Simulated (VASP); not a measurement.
A run of VASP 6.6.1 is set up as follows.

Contents of INCAR:

```
SYSTEM = Sb2P3H
PREC     = Accurate       ! precision mode
ENCUT    = 520            ! plane-wave cutoff, eV
EDIFF    = 1E-7           ! SCF threshold, eV
ISMEAR   = 0              ! smearing method
SIGMA    = 0.1            ! smearing width, eV
LREAL    = .False.        ! projectors in reciprocal space
LASPH    = .True.         ! aspherical terms in the spheres
NELM     = 80             ! most SCF steps
ALGO     = Normal         ! electronic algorithm
ISIF     = 2              ! what is computed and relaxed
LWAVE    = .False.        ! write WAVECAR
LCHARG   = .False.        ! write CHGCAR
GGA      = PE             ! functional
NBANDS   = 22             ! bands
```

File KPOINTS:

```
regular mesh
0
Gamma
  6 6 2
  0 0 0
```

POSCAR

```
Sb2P3H
1.0
    3.1506635568      0.0000000000      0.0000000000
    0.0000000000      3.1506635568      0.0000000000
    0.0000000000      0.0000000000     14.8290309672
Sb H P
2 1 3
Direct
    0.5000000000      0.5000000000      0.3660923716
    0.5000000000      0.5000000000      0.6339076284
    0.5000000000      0.5000000000      0.5000000000
    0.0000000000      0.5000000000      0.1009242231
    0.5000000000      0.0000000000      0.8990757769
    0.0000000000      0.0000000000      0.0000000000
```

Potentials or basis: VASP PAW PBE potentials, release 64 (Sb, H, P).

Launch:

```bash
$ cat potpaw_PBE.64/Sb/POTCAR potpaw_PBE.64/H/POTCAR potpaw_PBE.64/P/POTCAR > POTCAR
$ mpirun -np 1 vasp_std > vasp.out
```

(1) Estimate the band gap on the k mesh.

(2) Predict the pressure.

(3) What does it give for the largest force?

## Answers

(1) zero (bands 13 and 14 overlap by 3.42 eV).

(2) -0.2 GPa.

(3) 0.033 eV/Å.

Caveat: spin-orbit coupling is left out, which moves the levels of the heavy elements; this functional lacks dispersion, which binds layers or chains, so the pressure and a relaxed spacing across them are unreliable.
